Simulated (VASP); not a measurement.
# Hf (P6_3/mmc) in VASP: further runs

Runs on Hf. Level: PBE. Tasks: single point, relaxation of cell and atoms.

Everything below comes from runs of VASP 6.6.1. Logs are shortened: lines on timing, memory, paths and dates and some standing lists are left out, and cuts for length are marked.

**1. The cell of the first run**

Symmetry: P6_3/mmc, No. 194, hexagonal system. Conventional cell: a = 3.237 Å, b = 3.237 Å, c = 5.207 Å, α = 90.00°, β = 90.00°, γ = 120.00°. Within 4.2 Å of Hf (site symmetry -6m2) lie 12 Hf at 3.20 to 3.24 Å.

**2. Single point, PBE**

Contents of INCAR:

```
ALGO = Normal ; EDIFF = 1E-7
ENCUT = 520 ; GGA = PE
ISIF = 2 ; ISMEAR = -1
LASPH = True ; LCHARG = False
LREAL = False ; LWAVE = False
NBANDS = 17 ; NELM = 60
PREC = Accurate ; SIGMA = 0.05
```

Contents of KPOINTS:

```
k-points
0
Gamma
  15 15 8
```

Contents of POSCAR:

```
Hf
1.0
    3.2371359551      0.0000000000      0.0000000000
   -1.6185679775      2.8034419726      0.0000000000
    0.0000000000      0.0000000000      5.2065374286
Hf
2
Direct
    0.3333333333      0.6666666667      0.2500000000
    0.6666666667      0.3333333333      0.7500000000
```

Potentials or basis: VASP PAW PBE potentials, release 64 (Hf_pv).

Command:

```bash
$ cat potpaw_PBE.64/Hf_pv/POTCAR > POTCAR
$ mpirun -np 1 vasp_std > vasp.out
```

OUTCAR:

```text
EDIFF = 1E-7
   ENCUT = 520
   GGA = PE
   ISIF = 2
   ISMEAR = -1
   LASPH = True
   LREAL = False
   NELM = 60
   PREC = Accurate

 ion  position               nearest neighbor table
   1  0.333  0.667  0.250-   2 3.20   2 3.20   2 3.20   2 3.20   2 3.20   2 3.20
   2  0.667  0.333  0.750-   1 3.20   1 3.20   1 3.20   1 3.20   1 3.20   1 3.20

  LATTYP: Found a hexagonal cell.
 ALAT       =     3.2371359551
 C/A-ratio  =     1.6083777453

  Lattice vectors:

 A1 = (   3.2371359551,   0.0000000000,   0.0000000000)
 A2 = (  -1.6185679775,   2.8034419726,   0.0000000000)
 A3 = (   0.0000000000,   0.0000000000,   5.2065374286)

Analysis of symmetry for initial positions (statically):
=====================================================================
 Subroutine PRICEL returns:
 Original cell was already a primitive cell.

 Routine SETGRP: Setting up the symmetry group for a
 hexagonal supercell.

 Subroutine GETGRP returns: Found 24 space group operations
 (whereof 12 operations were pure point group operations)
 out of a pool of 24 trial point group operations.

The static configuration has the point symmetry D_3d.
 The point group associated with its full space group is D_6h.

Analysis of symmetry for dynamics (positions and initial velocities):
=====================================================================
 Subroutine PRICEL returns:
 Original cell was already a primitive cell.

 Routine SETGRP: Setting up the symmetry group for a
 hexagonal supercell.

 Subroutine GETGRP returns: Found 24 space group operations
 (whereof 12 operations were pure point group operations)
 out of a pool of 24 trial point group operations.

The dynamic configuration has the point symmetry D_3d.
 The point group associated with its full space group is D_6h.

 Subroutine INISYM returns: Found 24 space group operations
 (whereof 12 operations are pure point group operations),
 and found     1 'primitive' translations

----------------------------------------------------------------------------------------

                                     Primitive cell

  volume of cell :      47.2500

  direct lattice vectors                    reciprocal lattice vectors
     3.237135955  0.000000000  0.000000000     0.308915045  0.178352185  0.000000000
    -1.618567977  2.803441973  0.000000000     0.000000000  0.356704369  0.000000000
     0.000000000  0.000000000  5.206537429     0.000000000  0.000000000  0.192066227

  length of vectors
     3.237135955  3.237135955  5.206537429     0.356704369  0.356704369  0.192066227

  position of ions in fractional coordinates (direct lattice)
     0.333333333  0.666666667  0.250000000
     0.666666667  0.333333333  0.750000000

  ion indices of the primitive-cell ions
   primitive index   ion index
                 1           1
                 2           2

----------------------------------------------------------------------------------------

 KPOINTS: k-points

Automatic generation of k-mesh.
 Grid dimensions read from file:
 generate k-points for:   15   15    8

 Generating k-lattice:

  Cartesian coordinates                     Fractional coordinates (reciprocal lattice)
     0.020594336  0.011890146  0.000000000     0.066666667  0.000000000  0.000000000
     0.000000000  0.023780291  0.000000000     0.000000000  0.066666667  0.000000000
     0.000000000  0.000000000  0.024008278     0.000000000  0.000000000  0.125000000

  Length of vectors
     0.023780291  0.023780291  0.024008278

  Shift w.r.t. Gamma in fractional coordinates (k-lattice)
     0.000000000  0.000000000  0.000000000

 Subroutine IBZKPT returns following result:
 ===========================================

 Found    135 irreducible k-points:

 Following reciprocal coordinates:
            Coordinates               Weight
  0.000000  0.000000  0.000000      1.000000
  0.066667 -0.000000  0.000000      6.000000
  0.133333  0.000000  0.000000      6.000000
  0.200000  0.000000  0.000000      6.000000
  0.266667  0.000000  0.000000      6.000000
  0.333333  0.000000  0.000000      6.000000
[... 16 lines left out ...]
  0.333333  0.200000  0.000000     12.000000
  0.400000  0.200000  0.000000      6.000000
 [... further k-points ...]
   k-points           NKPTS =    135   k-points in BZ     NKDIM =    135   number of bands    NBANDS=     17
   number of dos      NEDOS =    301   number of ions     NIONS =      2
   total plane-waves  NPLWV =  23040
   dimension x,y,z NGX =    24 NGY =   24 NGZ =   40
   dimension x,y,z NGXF=    48 NGYF=   48 NGZF=   80
   ions per type =               2
   NGX,Y,Z   is equivalent  to a cutoff of  12.33, 12.33, 12.77 a.u.
   NGXF,Y,Z  is equivalent  to a cutoff of  24.65, 24.65, 25.54 a.u.
 SYSTEM =  unknown system
   PREC   = accura    normal or accurate (medium, high low for compatibility)
   ISTART =      0    job   : 0-new  1-cont  2-samecut
   ICHARG =      2    charge: 1-file 2-atom 10-const
   ISPIN  =      1    spin polarized calculation?
   LNONCOLLINEAR =      F non collinear calculations
   LSORBIT =      F    spin-orbit coupling
   LASPH  =      T    aspherical Exc in radial PAW
   ENCUT  =  520.0 eV  38.22 Ry    6.18 a.u.   6.02  6.02  9.68*2*pi/ulx,y,z
   NELM   =     60;   NELMIN=  2; NELMDL= -5     # of ELM steps
   EDIFF  = 0.1E-06   stopping-criterion for ELM
   LREAL  =      F    real-space projection
   EDIFFG = 0.1E-05   stopping-criterion for IOM
   NSW    =      0    number of steps for IOM
   IBRION =     -1    ionic relax: 0-MD 1-quasi-New 2-CG
   NFREE  =      0    steps in history (QN), initial steepest desc. (CG)
   ISIF   =      2    stress and relaxation
   ISYM   =      2    0-nonsym 1-usesym 2-fastsym
   POTIM  = 0.5000    time-step for ionic-motion
   TEBEG  =    0.0;   TEEND  =   0.0 temperature during run
   PSTRESS=    0.0 pullay stress
   NELECT =      20.0000    total number of electrons
   NUPDOWN=      -1.0000    fix difference up-down
   EMIN   =  10.00;   EMAX   =-10.00  energy-range for DOS
   EFERMI =   0.00;   METHOD = LEGACY
   ISMEAR =    -1;   SIGMA  =   0.05  broadening in eV -4-tet -1-fermi 0-gaus
   EFERMI_NEDOS =   21; number of points for ismear=-14 and -15
   IALGO  =     38    algorithm
   IMIX   =      4    mixing-type and parameters
     AMIX     =   0.40;   BMIX     =  1.00
     AMIX_MAG =   1.60;   BMIX_MAG =  1.00
  volume/ion in A,a.u.               =      23.62       159.43
  Fermi-wavevector in a.u.,A,eV,Ry     =   1.229186  2.322825 20.557024  1.510899
  Thomas-Fermi vector in A             =   2.364083
   LORBIT       =      0    0 simple, 1 ext, 2 COOP (PROOUT), +10 PAW based schemes
   GGA     = PE    functional components
[... 5 lines left out ...]
 non-spin polarized calculation
  energy-cutoff  :      520.00
  volume of cell :       47.25
 maximum number of plane-waves:      1296
   NGX = 13   NGY = 13   NGZ = 19

 number of electron      20.0000001 magnetization

 Free energy of the ion-electron system (eV)
  ---------------------------------------------------
  ext. energy  EPLUGINS =         0.00000000
  ---------------------------------------------------
  free energy    TOTEN  =       -19.81420387 eV

  energy without entropy =      -19.80108611  energy(sigma->0) =      -19.80764499

 E-fermi :   4.5535     XC(G=0): -11.0382

 val. band max:        4.5464580905   @ k =   0.1333   0.0667   0.1250
 cond. band min:       4.5535897355   @ k =   0.3333   0.2667   0.2500
 fundamental gap:      0.0071316450
 Fermi energy:         4.5535366511

 k-point     1 :       0.0000    0.0000    0.0000
  band No.  band energies     occupation
      1     -26.5651      2.00000
      2     -25.9457      2.00000
      3     -25.9457      2.00000
      4     -25.8711      2.00000
      5     -25.8474      2.00000
      6     -25.8474      2.00000
[... 9 lines left out ...]
     16       7.1889      0.00000
     17       9.6124      0.00000

 k-point     2 :       0.0667   -0.0000    0.0000
  band No.  band energies     occupation
      1     -26.5555      2.00000
      2     -25.9671      2.00000
      3     -25.9527      2.00000
      4     -25.8751      2.00000
      5     -25.8699      2.00000
      6     -25.8505      2.00000
[... 9 lines left out ...]
     16       7.0668      0.00000
     17       9.7042      0.00000

 k-point     3 :       0.1333    0.0000    0.0000
  band No.  band energies     occupation
      1     -26.5278      2.00000
      2     -26.0276      2.00000
      3     -25.9720      2.00000
      4     -25.9325      2.00000
      5     -25.8872      2.00000
      6     -25.8598      2.00000
[... 9 lines left out ...]
     16       6.9179      0.00000
     17       9.9140      0.00000

 k-point     4 :       0.2000    0.0000    0.0000
  band No.  band energies     occupation
      1     -26.4845      2.00000
      2     -26.1168      2.00000
      3     -26.0223      2.00000
      4     -25.9997      2.00000
      5     -25.9074      2.00000
      6     -25.8741      2.00000
[... 9 lines left out ...]
     16       7.4618      0.00000
     17      10.1377      0.00000

 k-point     5 :       0.2667    0.0000    0.0000
  band No.  band energies     occupation
      1     -26.4295      2.00000
      2     -26.2193      2.00000
      3     -26.1219      2.00000
      4     -26.0305      2.00000
      5     -25.9357      2.00000
      6     -25.8913      2.00000
[... 9 lines left out ...]
     16       8.1735      0.00000
     17      10.3175      0.00000

 k-point     6 :       0.3333    0.0000    0.0000
  band No.  band energies     occupation
      1     -26.3689      2.00000
      2     -26.3170      2.00000
      3     -26.2142      2.00000
      4     -26.0591      2.00000
      5     -25.9707      2.00000
      6     -25.9083      2.00000
[... 9 lines left out ...]
     16       8.9860      0.00000
     17      10.4384      0.00000
[... 281 lines left out ...]
 k-point    21 :       0.2000    0.2000    0.0000
  band No.  band energies     occupation
      1     -26.3530      2.00000
      2     -26.2648      2.00000
      3     -26.2530      2.00000
      4     -26.0685      2.00000
      5     -25.9804      2.00000
      6     -25.9728      2.00000
[... 9 lines left out ...]
     16       9.6700      0.00000
     17      10.0849      0.00000

 k-point    22 :       0.2667    0.2000    0.0000
  band No.  band energies     occupation
      1     -26.3293      2.00000
      2     -26.2956      2.00000
      3     -26.2765      2.00000
      4     -26.1172      2.00000
      5     -26.0189      2.00000
      6     -26.0100      2.00000
[... 9 lines left out ...]
     16      10.0418      0.00000
     17      10.5399      0.00000

 k-point    23 :       0.3333    0.2000    0.0000
  band No.  band energies     occupation
      1     -26.3727      2.00000
      2     -26.2806      2.00000
      3     -26.2435      2.00000
      4     -26.1633      2.00000
      5     -26.0581      2.00000
      6     -26.0338      2.00000
[... 9 lines left out ...]
     16      10.0102      0.00000
     17      11.0695      0.00000

 k-point    24 :       0.4000    0.2000    0.0000
  band No.  band energies     occupation
      1     -26.3877      2.00000
      2     -26.2776      2.00000
      3     -26.2183      2.00000
      4     -26.1844      2.00000
      5     -26.0788      2.00000
      6     -26.0420      2.00000
[... 9 lines left out ...]
     16       9.9985      0.00000
     17      10.6531      0.00000

 [... further k-points ...]
[... 5 lines left out ...]
  --------------------------------------------------------------------------------------
  -------------------------------------------------------------------------------------
  Total       -1.3026220     -1.3026220     -1.9013206     -0.0000000      0.0000000      0.0000000
  in kB      -44.1700085    -44.1700085    -64.4710024     -0.0000000      0.0000000      0.0000000
  external PRESSURE =     -50.9370065 kB  Pullay stress =       0.0000000 kB

 VOLUME and BASIS-vectors are now :
 -----------------------------------------------------------------------------
  energy-cutoff  :      520.00
  volume of cell :       47.25
      direct lattice vectors                 reciprocal lattice vectors
     3.237135955  0.000000000  0.000000000     0.308915045  0.178352185  0.000000000
    -1.618567977  2.803441973  0.000000000     0.000000000  0.356704369  0.000000000
     0.000000000  0.000000000  5.206537429     0.000000000  0.000000000  0.192066227

 POSITION                                       TOTAL-FORCE (eV/Angst)
 -----------------------------------------------------------------------------------
     -0.00000      1.86896      1.30163         0.000000     -0.000000      0.000000
      1.61857      0.93448      3.90490        -0.000000      0.000000      0.000000
 -----------------------------------------------------------------------------------
    total drift:                               -0.000000      0.000000     -0.000000

  FREE ENERGIE OF THE ION-ELECTRON SYSTEM (eV)
  ---------------------------------------------------
  free  energy   TOTEN  =       -19.8142038700 eV

  energy  without entropy=      -19.8010861136  energy(sigma->0) =      -19.80764499
```

Wall time 46 s (1 thread of Intel Xeon Platinum 8488C (Sapphire Rapids), shared host); peak memory 0.22 GiB.

Results:

| Quantity | Value |
| --- | --- |
| Free energy | -19.8142 eV |
| Pressure | -5.1 GPa |
| Band gap on the k mesh | zero (band 10 reaches 5.74 eV, above the bottom of band 11 at 4.15 eV) |

Stress tensor (GPa, compression positive):
```
-4.42  0.00  0.00
 0.00 -4.42  0.00
 0.00  0.00 -6.45
```

Caveat: spin-orbit coupling is left out, which moves the levels of the heavy elements.

(Continued in part 2 of 2.)
